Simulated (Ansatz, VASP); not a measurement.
# Hf: VASP beside Ansatz

```
Hf
1.0
    -1.58564    1.58564    2.24229
     1.58564   -1.58564    2.24229
     1.58564    1.58564   -2.24229
Hf
1
Direct
  0.00000 0.00000 0.00000
```

Alike in both runs: functional PBE; k mesh 24 × 24 × 24; occupations gaussian, width 0.1 eV; no spin polarisation.

Ansatz relaxed the structure, and its values are those at the end. VASP's run is a single point on that final structure, the one shown.

|  | VASP | Ansatz |
| --- | --- | --- |
| version | VASP 6.6.1 | Ansatz 0.2.0 |
| potentials or method | VASP PAW PBE potentials, release 64 (Hf_pv), cutoff 520 eV | scalar-relativistic, plane waves, PAW |
| valence electrons in the cell | 10 | 26 |

Ansatz gave:

```
gap on the k mesh at the Fermi level (eV) : none
pressure (GPa)                            : 0.0
```

**Question.** What did VASP give for the same quantities?

**Answer.** gap on the k mesh at the Fermi level (eV): none; pressure (GPa): -0.4.

A gap of «none» marks a metal or a gap that the smearing closes. The functional is the same, so the differences come from potentials, cutoffs and numerics. VASP's potentials hold 10 valence electrons a cell and Ansatz's 26, so a difference there can come from the potentials and not from the codes.

Neither program's run includes spin-orbit coupling.
